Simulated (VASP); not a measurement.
# SiNi2 (P6_3/mmc) in VASP: a series of runs, part 2 of 2

VASP 6.6.1.

## (4) Single point, r2SCAN (strain +0.030 along x and y, +0.030 along z)

The input, POSCAR:

```
SiNi2
1.0
    3.9856318685      0.0000000000      0.0000000000
   -1.9928159342      3.4516584482      0.0000000000
    0.0000000000      0.0000000000      5.0746155057
Si Ni
2 4
Direct
    0.3333333333      0.6666666667      0.7500000000
    0.6666666667      0.3333333333      0.2500000000
    0.0000000000      0.0000000000      0.0000000000
    0.0000000000      0.0000000000      0.5000000000
    0.3333333333      0.6666666667      0.2500000000
    0.6666666667      0.3333333333      0.7500000000
```

The input, INCAR.step1:

```
SYSTEM = SiNi2
ALGO = Normal
EDIFF = 1E-4
ENCUT = 520
GGA = PE
ISMEAR = 0
LASPH = .TRUE.
LCHARG = .FALSE.
LREAL = .FALSE.
LWAVE = .TRUE.
NBANDS = 33
NELM = 100
PREC = Accurate
SIGMA = 0.15
```

The input, INCAR.step2:

```
SYSTEM = SiNi2
ALGO = Normal
EDIFF = 1E-6
ENCUT = 520
ISIF = 2
ISMEAR = 0
ISTART = 1
LASPH = .TRUE.
LCHARG = .FALSE.
LMIXTAU = .TRUE.
LREAL = .FALSE.
LWAVE = .FALSE.
METAGGA = R2SCAN
NBANDS = 33
NELM = 100
PREC = Accurate
SIGMA = 0.15
```

The input, KPOINTS:

```
k-points
0
G
  12 12 10
  0 0 0
```

Potentials or basis: VASP PAW PBE potentials, release 64 (Si, Ni).

Command:

```
$ cat potpaw_PBE.64/Si/POTCAR potpaw_PBE.64/Ni/POTCAR > POTCAR
$ cp INCAR.step1 INCAR
$ mpirun -np 1 vasp_std > vasp.out
$ cp INCAR.step2 INCAR
$ mpirun -np 1 vasp_std > vasp.out
```

OUTCAR:

```text
SYSTEM = SiNi2
   EDIFF = 1E-6
   ENCUT = 520
   ISIF = 2
   ISMEAR = 0
   ISTART = 1
   LASPH = .TRUE.
   LREAL = .FALSE.
   METAGGA = R2SCAN
   NELM = 100
   PREC = Accurate

 ion  position               nearest neighbor table
   1  0.333  0.667  0.750-   6 2.30   6 2.30   6 2.30   5 2.54   5 2.54   3 2.63   4 2.63   4 2.63
                             3 2.63   4 2.63   3 2.63
   2  0.667  0.333  0.250-   5 2.30   5 2.30   5 2.30   6 2.54   6 2.54   3 2.63   4 2.63   3 2.63
                             4 2.63   3 2.63   4 2.63
   3  0.000  0.000  0.000-   4 2.54   4 2.54   1 2.63   5 2.63   6 2.63   2 2.63   1 2.63   5 2.63
                             2 2.63   6 2.63   2 2.63   6 2.63   1 2.63   5 2.63
   4  0.000  0.000  0.500-   3 2.54   3 2.54   1 2.63   5 2.63   6 2.63   2 2.63   1 2.63   5 2.63
                             2 2.63   6 2.63   2 2.63   6 2.63   1 2.63   5 2.63
   5  0.333  0.667  0.250-   2 2.30   2 2.30   2 2.30   1 2.54   1 2.54   3 2.63   4 2.63   4 2.63
                             3 2.63   4 2.63   3 2.63
   6  0.667  0.333  0.750-   1 2.30   1 2.30   1 2.30   2 2.54   2 2.54   3 2.63   4 2.63   3 2.63
                             4 2.63   3 2.63   4 2.63

  LATTYP: Found a hexagonal cell.
 ALAT       =     3.9856318685
 C/A-ratio  =     1.2732273509

  Lattice vectors:

 A1 = (   3.9856318685,   0.0000000000,   0.0000000000)
 A2 = (  -1.9928159342,   3.4516584482,   0.0000000000)
 A3 = (   0.0000000000,   0.0000000000,   5.0746155057)

Analysis of symmetry for initial positions (statically):
=====================================================================
 Subroutine PRICEL returns:
 Original cell was already a primitive cell.

 Routine SETGRP: Setting up the symmetry group for a
 hexagonal supercell.

 Subroutine GETGRP returns: Found 24 space group operations
 (whereof 12 operations were pure point group operations)
 out of a pool of 24 trial point group operations.

The static configuration has the point symmetry D_3d.
 The point group associated with its full space group is D_6h.

[... 143 lines left out ...]
  Fermi-wavevector in a.u.,A,eV,Ry     =   1.444927  2.730516 28.406429  2.087814
  Thomas-Fermi vector in A             =   2.563167
   LORBIT       =      0    0 simple, 1 ext, 2 COOP (PROOUT), +10 PAW based schemes
   METAGGA = R2SCAN    functional components
   LHFCALC =     F    Hartree Fock is set to
   AEXX    =    0.0000 exact exchange contribution
   IVDW    =     0    specifies the selected vdW correction
   LEPSILON=     F    determine dielectric tensor
   LRPA    =     F    only Hartree local field effects (RPA)
 non-spin polarized calculation
 Gauss-broadening in eV      SIGMA  =   0.15
  energy-cutoff  :      520.00
  volume of cell :       69.81
 maximum number of plane-waves:      1908
 NGX is ok and might be reduce to    30
   NGX = 15   NGY = 15   NGZ = 19

 number of electron      48.0000017 magnetization

 Free energy of the ion-electron system (eV)
  ---------------------------------------------------
  ext. energy  EPLUGINS =         0.00000000
  ---------------------------------------------------
  free energy    TOTEN  =       -67.95297057 eV

  energy without entropy =      -67.91110933  energy(sigma->0) =      -67.93203995

 E-fermi :  10.0172     XC(G=0): -13.6107

 val. band max:       10.0117556919   @ k =   0.3333   0.2500   0.1000
 cond. band min:      10.0227202036   @ k =   0.0833   0.0833   0.0000
 fundamental gap:      0.0109645117
 Fermi energy:        10.0172183011

 k-point     1 :       0.0000    0.0000    0.0000
  band No.  band energies     occupation
      1      -2.6104      2.00000
      2       1.7800      2.00000
      3       3.6911      2.00000
      4       5.1435      2.00000
      5       5.1435      2.00000
      6       6.2747      2.00000
[... 853 lines left out ...]
     32      17.0451      0.00000
     33      18.3625      0.00000

 [... further k-points ...]

------------------------ aborting loop because EDIFF is reached ----------------------------------------

  FORCE on cell =-STRESS in cart. coord.  units (eV):
  Direction    XX          YY          ZZ          XY          YZ          ZX
  --------------------------------------------------------------------------------------
  -------------------------------------------------------------------------------------
  Total       -7.4091692     -7.4091692     -6.1907742     -0.0000000      0.0000000      0.0000000
  in kB     -170.0403355   -170.0403355   -142.0781877     -0.0000000      0.0000000      0.0000000
  external PRESSURE =    -160.7196196 kB  Pullay stress =       0.0000000 kB

 VOLUME and BASIS-vectors are now :
 -----------------------------------------------------------------------------
  energy-cutoff  :      520.00
  volume of cell :       69.81
      direct lattice vectors                 reciprocal lattice vectors
     3.985631869  0.000000000  0.000000000     0.250901246  0.144857902  0.000000000
    -1.992815934  3.451658448  0.000000000     0.000000000  0.289715803  0.000000000
     0.000000000  0.000000000  5.074615506     0.000000000  0.000000000  0.197059265

 POSITION                                       TOTAL-FORCE (eV/Angst)
 -----------------------------------------------------------------------------------
     -0.00000      2.30111      3.80596        -0.000000      0.000000      0.000000
      1.99282      1.15055      1.26865        -0.000000      0.000000      0.000000
      0.00000      0.00000      0.00000        -0.000000     -0.000000      0.000000
      0.00000      0.00000      2.53731        -0.000000     -0.000000      0.000000
     -0.00000      2.30111      1.26865        -0.000000     -0.000000      0.000000
      1.99282      1.15055      3.80596         0.000000     -0.000000      0.000000
 -----------------------------------------------------------------------------------
    total drift:                               -0.000000      0.000000      0.000000

  FREE ENERGIE OF THE ION-ELECTRON SYSTEM (eV)
  ---------------------------------------------------
  free  energy   TOTEN  =       -67.9529705728 eV

  energy  without entropy=      -67.9111093347  energy(sigma->0) =      -67.93203995
```

OUTCAR.step1:

```text
SYSTEM = SiNi2
   EDIFF = 1E-4
   ENCUT = 520
   GGA = PE
   ISMEAR = 0
[... 1110 lines left out ...]
      0.00000      0.00000      0.00000        -0.000000      0.000000      0.000000
      0.00000      0.00000      2.53731        -0.000000      0.000000      0.000000
     -0.00000      2.30111      1.26865        -0.000000      0.000000      0.000000
      1.99282      1.15055      3.80596         0.000000     -0.000000      0.000000
 -----------------------------------------------------------------------------------
    total drift:                                0.000000     -0.000000      0.000000

  FREE ENERGIE OF THE ION-ELECTRON SYSTEM (eV)
  ---------------------------------------------------
  free  energy   TOTEN  =       -35.6658873501 eV

  energy  without entropy=      -35.6222046043  energy(sigma->0) =      -35.64404598
```

OSZICAR.step1:

```text
N       E                     dE             d eps       ncg     rms          rms(c)
DAV:   1     0.313807119333E+03    0.31381E+03   -0.20794E+04  7540   0.183E+03
DAV:   2    -0.180744423012E+02   -0.33188E+03   -0.31452E+03  7536   0.361E+02
DAV:   3    -0.399949058685E+02   -0.21920E+02   -0.20591E+02  8423   0.118E+02
DAV:   4    -0.405580056161E+02   -0.56310E+00   -0.55999E+00  9076   0.171E+01
DAV:   5    -0.405781782364E+02   -0.20173E-01   -0.20165E-01  9505   0.300E+00    0.221E+01
DAV:   6    -0.429386013169E+02   -0.23604E+01   -0.67699E+01  8944   0.123E+02    0.252E+01
DAV:   7    -0.357554664452E+02    0.71831E+01   -0.21206E+01  8609   0.961E+01    0.837E+00
DAV:   8    -0.363205909067E+02   -0.56512E+00   -0.69676E+00  8841   0.641E+01    0.951E+00
DAV:   9    -0.356905084839E+02    0.63008E+00   -0.16235E+00  9844   0.385E+01    0.210E+00
DAV:  10    -0.356681653590E+02    0.22343E-01   -0.38740E-01  8487   0.730E+00    0.730E-01
DAV:  11    -0.356665639502E+02    0.16014E-02   -0.26553E-02  9081   0.184E+00    0.433E-01
DAV:  12    -0.356660860519E+02    0.47790E-03   -0.29977E-03  9518   0.108E+00    0.209E-01
DAV:  13    -0.356658806700E+02    0.20538E-03   -0.11267E-03  8611   0.809E-01    0.321E-02
DAV:  14    -0.356658873501E+02   -0.66801E-05   -0.10926E-04  4033   0.102E-01
   1 F= -.35665887E+02 E0= -.35644046E+02  d E =-.436827E-01
```

Run time: 29 min. Hardware: 1 thread of Oxide Virtual Turin-like, shared host; peak memory 0.31 GiB.

What came out:

```
Free energy            : -67.9530 eV
Pressure               : -16.1 GPa
Band gap on the k mesh : zero (bands 24 and 25 overlap by 3.31 eV)
```

Caveat: the cell differs from its parent crystal (strain +0.030 along x and y, +0.030 along z); the cell stands under tension; the PAW data sets were made with another functional, which shifts forces and pressure a little.

## (5) Summary

```csv
cell,gap on the mesh (eV),pressure (GPa)
"a = 3.986, b = 3.986, c = 4.779 Å, angles 90.0, 90.0, 120.0°, 6 atoms",none,-6.2
"a = 3.870, b = 3.870, c = 5.075 Å, angles 90.0, 90.0, 120.0°, 6 atoms",none,-5.0
"a = 3.986, b = 3.986, c = 5.075 Å, angles 90.0, 90.0, 120.0°, 6 atoms",none,-16.1
```

Alike in all rows: task single point; level r2SCAN; potentials or basis VASP PAW PBE potentials, release 64 (Si, Ni); no spin polarisation; k mesh 12 × 12 × 10; cutoff (eV) 520; smearing gaussian 0.15 eV.

Caveats: the PAW data sets were made with another functional, which shifts forces and pressure a little; the stress differs along the axes, from -12 to 6 GPa (at least some runs); the stress differs along the axes, from -9 to -3 GPa (at least some runs); the cell stands under tension (at least some runs).

Total energies depend on the potentials used, so only differences within one code and one set of settings carry meaning.
